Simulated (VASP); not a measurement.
Wanted: the native input for a VASP 6.6.1 run.

```yaml
Task: single point
Functional: r2SCAN
Potentials_or_basis: VASP PAW PBE potentials, release 64 (Si)
Cutoff: 520 eV
k_mesh: 8 × 8 × 3
Occupations: gaussian, width 0.05 eV
Spin: no spin polarisation
Dipole_correction: no
Further_INCAR_settings: ALGO = Normal; EDIFF = 1e-06; NBANDS = 21
```

The system is Si.

```xyz
6
Lattice="2.7155 -2.7155 0.0000 2.7155 0.0000 -2.7155 8.0290 8.0290 8.0290" Properties=species:S:1:pos:R:3 pbc="T T T"
Si    6.5622    1.1313    1.1313
Si    3.8467   -1.5842    1.1313
Si    6.5622    3.8467    3.8467
Si    7.9199    2.4890    2.4890
Si    7.9199   -0.2265   -0.2265
Si    2.4890   -0.2265   -0.2265
```

This cell differs from its parent crystal: the distance across one plane changed.

The input as run:

POSCAR

```
Si
1.0
    2.7154700000     -2.7154700000      0.0000000000
    2.7154700000      0.0000000000     -2.7154700000
    8.0290162114      8.0290162114      8.0290162114
Si
6
Direct
    0.6666666667      0.6666666667      0.3663684389
    1.0000000000      0.0000000000      0.1408970629
    0.3333333333      0.3333333333      0.5918398149
    0.6666666667      0.6666666667      0.5354719709
    1.0000000000      1.0000000000      0.3100005949
    0.3333333333      0.3333333333      0.0845292189
```

INCAR.step1

```
SYSTEM = Si
PREC     = Accurate       ! precision mode
ENCUT    = 520            ! plane-wave cutoff, eV
ISMEAR   = 0              ! smearing method
SIGMA    = 0.05           ! smearing width, eV
LREAL    = .False.        ! projectors in reciprocal space
LASPH    = .True.         ! aspherical terms in the spheres
NELM     = 80             ! most SCF steps
NBANDS   = 21             ! bands
GGA      = PE             ! functional
ALGO     = Normal         ! electronic algorithm
EDIFF    = 1E-4           ! SCF threshold, eV
LWAVE    = .True.         ! write WAVECAR
LCHARG   = .False.        ! write CHGCAR
```

INCAR.step2

```
SYSTEM = Si
PREC     = Accurate       ! precision mode
ENCUT    = 520            ! plane-wave cutoff, eV
EDIFF    = 1E-6           ! SCF threshold, eV
ISMEAR   = 0              ! smearing method
SIGMA    = 0.05           ! smearing width, eV
LREAL    = .False.        ! projectors in reciprocal space
LASPH    = .True.         ! aspherical terms in the spheres
NELM     = 80             ! most SCF steps
ALGO     = Normal         ! electronic algorithm
ISIF     = 2              ! what is computed and relaxed
LWAVE    = .False.        ! write WAVECAR
LCHARG   = .False.        ! write CHGCAR
METAGGA  = R2SCAN         ! meta-GGA
LMIXTAU  = .True.       
NBANDS   = 21             ! bands
ISTART   = 1
```

KPOINTS

```
regular mesh
0
Gamma
  8 8 3
  0 0 0
```

Potentials or basis: VASP PAW PBE potentials, release 64 (Si).

Launch:

```bash
$ cat potpaw_PBE.64/Si/POTCAR > POTCAR
$ cp INCAR.step1 INCAR
$ mpirun -np 1 vasp_std > vasp.out
$ cp INCAR.step2 INCAR
$ mpirun -np 1 vasp_std > vasp.out
```

It gave:

```json
{
  "Pressure": "-0.3 GPa",
  "Largest force": "0.903 eV/Å",
  "Band gap on the k mesh": "0.11 eV (least direct gap 0.14 eV)"
}
```

Caveat: the cell differs from its parent crystal (the distance across one plane changed); the PAW data sets were made with another functional, which shifts forces and pressure a little.

Run time: 17 min on 1 thread of Intel Xeon 8259CL (shared host), peak memory 0.32 GiB.
